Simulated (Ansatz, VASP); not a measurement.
## Sr4Ta2O in VASP and in Ansatz

```
CELL_PARAMETERS angstrom
3.72570 0.00000 0.00000
0.00000 3.72570 0.00000
0.00000 0.00000 30.23385
ATOMIC_POSITIONS crystal
Sr 0.50000 0.00000 0.36417
Sr 0.00000 0.50000 0.45844
Sr 0.00000 0.50000 0.63583
Sr 0.50000 0.00000 0.54156
Sr 0.00000 0.50000 0.85948
Sr 0.50000 0.00000 0.14052
Sr 0.00000 0.50000 0.25509
Sr 0.50000 0.00000 0.74491
Ta 0.00000 0.50000 0.97310
Ta 0.50000 0.00000 0.93624
Ta 0.50000 0.00000 0.02690
Ta 0.00000 0.50000 0.06376
O 0.50000 0.00000 0.45758
O 0.00000 0.50000 0.54242
```

Alike in both runs: task single point; functional PBE; k mesh 8 × 8 × 1; occupations gaussian, width 0.1 eV; no spin polarisation.

|  | VASP | Ansatz |
| --- | --- | --- |
| version | VASP 6.6.1 | Ansatz 0.2.0 |
| potentials or method | VASP PAW PBE potentials, release 64 (Sr_sv, Ta_pv, O), cutoff 520 eV | scalar-relativistic, plane waves, PAW |
| valence electrons in the cell | 136 | 144 |

```tsv
	VASP	Ansatz	Ansatz less VASP
gap on the k mesh at the Fermi level (eV)	none	none	-
pressure (GPa)	0.1	0.0	-0.08
rms of the force components (eV/Å)	0.008	0.001	-0.0076
```

Atom by atom the forces differ by 0.008 eV/Å (rms over components). A gap of «none» marks a metal or a gap that the smearing closes. The functional is the same, so the differences come from potentials, cutoffs and numerics. VASP's potentials hold 136 valence electrons a cell and Ansatz's 144, so a difference there can come from the potentials and not from the codes.

Spin-orbit coupling is off throughout.
